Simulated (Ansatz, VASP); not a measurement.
## Ga3Sb5 in VASP and in Ansatz

The input INCAR:

```
SYSTEM = Ga3Sb5
ALGO     = Normal         ! electronic algorithm
EDIFF    = 1E-6           ! SCF threshold, eV
EDIFFG   = -0.015         ! ionic threshold
ENCUT    = 600            ! plane-wave cutoff, eV
GGA      = PE             ! functional
IBRION   = 2              ! ionic algorithm
ISIF     = 3              ! what is computed and relaxed
ISMEAR   = 0              ! smearing method
LASPH    = .TRUE.         ! aspherical terms in the spheres
LCHARG   = .FALSE.        ! write CHGCAR
LREAL    = .FALSE.        ! projectors in reciprocal space
LWAVE    = .FALSE.        ! write WAVECAR
NELM     = 80             ! most SCF steps
NSW      = 80             ! ionic steps
PREC     = Accurate       ! precision mode
SIGMA    = 0.1            ! smearing width, eV
```

File KPOINTS:

```
k-points
0
G
  6 6 6
  0 0 0
```

Contents of POSCAR:

```
Ga3Sb5
1.0
   -5.9256002623      0.0000000000      0.0000000000
    0.0000000000      0.0000000000      5.9256002623
    0.0000000000      5.9256002623      0.0000000000
Sb Ga
5 3
Direct
    0.5000000000      0.0000000000      0.0000000000
    0.5000000000      0.0000000000      0.5000000000
    0.5000000000      0.5000000000      0.5000000000
    0.0000000000      0.5000000000      0.0000000000
    0.0000000000      0.5000000000      0.5000000000
    0.5000000000      0.5000000000      0.0000000000
    0.0000000000      0.0000000000      0.0000000000
    0.0000000000      0.0000000000      0.5000000000
```

Input for Ansatz:

```yaml
crystal:
  lattice:
    - [-5.9256002623, 0.0, 0.0]
    - [0.0, 0.0, 5.9256002623]
    - [0.0, 5.9256002623, 0.0]
  atoms:
    - { symbol: Sb, position: [0.5, 0.0, 0.0] }
    - { symbol: Ga, position: [0.5, 0.5, 0.0] }
    - { symbol: Sb, position: [0.5, 0.0, 0.5] }
    - { symbol: Sb, position: [0.5, 0.5, 0.5] }
    - { symbol: Ga, position: [0.0, 0.0, 0.0] }
    - { symbol: Sb, position: [0.0, 0.5, 0.0] }
    - { symbol: Ga, position: [0.0, 0.0, 0.5] }
    - { symbol: Sb, position: [0.0, 0.5, 0.5] }
basis:
  ecutwfc: 420
kpoints:
  mp_grid: { grid: [6, 6, 6] }
hamiltonian:
  xc: pbe
scf:
  occupations: { method: gaussian, width: 0.1 }
output:
  forces: true
  stress: true
  eigenvalues: true
relax:
  adjacent_minimum: "off"
  f_tol: 0.015
  max_steps: 60
  cell: { stress_tol: 0.15 }
```

Alike in both runs: task relaxation of cell and atoms; functional PBE; k mesh 6 × 6 × 6; occupations gaussian, width 0.1 eV; no spin polarisation.

```csv
,VASP,Ansatz
version,VASP 6.6.1,Ansatz 0.2.0
potentials or method,"VASP PAW PBE potentials, release 64 (Sb, Ga_d), cutoff 600 eV","scalar-relativistic, plane waves, PAW"
valence electrons in the cell,64,114
```

|  | VASP | Ansatz | Ansatz less VASP |
| --- | --- | --- | --- |
| gap on the k mesh at the Fermi level, each at its own relaxed structure (eV) | none | none | - |
| relaxed volume (Å³/atom) | 26.50 | 26.50 | +0.005 |

A gap of «none» marks a metal or a gap that the smearing closes. VASP's potentials hold 64 valence electrons a cell and Ansatz's 114, so a difference there can come from the potentials and not from the codes.

Spin-orbit coupling is off throughout.
